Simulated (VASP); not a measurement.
HfO2:

```xyz
3
Lattice="0.0000 2.5296 2.5296 2.5296 0.0000 2.5296 2.5296 2.5296 0.0000" Properties=species:S:1:pos:R:3 pbc="T T T"
Hf    0.0000    0.0000    0.0000
O     1.2648    1.2648    1.2648
O     3.7943    3.7943    3.7943
```

- Program: VASP 6.6.1
- Task: relaxation of cell and atoms
- Functional: r2SCAN
- Potentials or basis: VASP PAW PBE potentials, release 64 (Hf_pv, O)
- Cutoff: 600 eV
- k mesh: 8 × 8 × 8
- Occupations: gaussian, width 0.02 eV
- Spin: no spin polarisation

At the start: pressure -4.4 GPa; volume 10.79 Å³/atom.

Where does the relaxation end?

Over 4 steps the energy falls by 2.4 meV/atom and the volume is 10.62 Å³/atom (-1.6 %); space group Fm-3m (No. 225, to 0.05 Å).

The path:
```
step  energy change (eV)  largest force (eV/Å)  pressure (GPa)  volume (Å³)
   1              0.0000                0.0000           -4.38        32.37
   2              0.0132                0.0000            7.85        31.01
   3             -0.0071                0.0000           -0.11        31.86
   4             -0.0071                0.0000            0.00        31.85
```

Final structure:
```yaml
crystal:
  lattice:
    - [0.00000, 2.51583, 2.51583]
    - [2.51583, 0.00000, 2.51583]
    - [2.51583, 2.51583, 0.00000]
  atoms:
    - { symbol: Hf, position: [0.00000, 0.00000, 0.00000] }
    - { symbol: O, position: [0.25000, 0.25000, 0.25000] }
    - { symbol: O, position: [0.75000, 0.75000, 0.75000] }
```

Caveat: the PAW data sets were made with another functional, which shifts forces and pressure a little.
